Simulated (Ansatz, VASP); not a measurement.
## TaN: VASP beside Ansatz

```
Ta N
1.0
    -3.10359    0.00000    0.00000
    -1.55179   -2.68779    0.00000
    -0.90521   -0.67195   12.02010
Ta N
4 4
Cartesian
  -1.5518 -0.8959 11.0420
  -1.5518 -0.8959 5.0319
  -3.1036 -1.7919 2.0269
  -3.1036 -1.7919 8.0369
  -1.5518 -0.8959 0.9781
  -1.5518 -0.8959 6.9882
  -3.1036 -1.7919 3.9832
  -3.1036 -1.7919 9.9932
```

Alike in both runs: task single point; functional LDA; k mesh 14 × 14 × 4; occupations gaussian, width 0.15 eV; no spin polarisation.

|  | VASP | Ansatz |
| --- | --- | --- |
| version | VASP 6.6.1 | Ansatz 0.2.0 |
| potentials or method | VASP PAW LDA potentials, release 64 (Ta_pv, N), cutoff 520 eV | scalar-relativistic, plane waves, PAW |
| valence electrons in the cell | 64 | 72 |

Ansatz gave:

| Property | Result |
| --- | --- |
| gap on the k mesh at the Fermi level (eV) | none |
| pressure (GPa) | -4.3 |
| traceless stress, the component that is largest in VASP (GPa) | -3.07 |
| rms of the force components (eV/Å) | 0.711 |

Question: Estimate VASP's values.

Answer: gap on the k mesh at the Fermi level (eV): none; pressure (GPa): -2.9; traceless stress, the component that is largest in VASP (GPa): -2.74; rms of the force components (eV/Å): 0.724.

LDA's correlation is that of Perdew and Zunger in VASP and of Perdew and Wang (1992) in Ansatz. Atom by atom the forces differ by 0.019 eV/Å (rms over components). A gap of «none» marks a metal or a gap that the smearing closes. VASP's potentials hold 64 valence electrons a cell and Ansatz's 72, so a difference there can come from the potentials and not from the codes.

Neither program's run includes spin-orbit coupling.
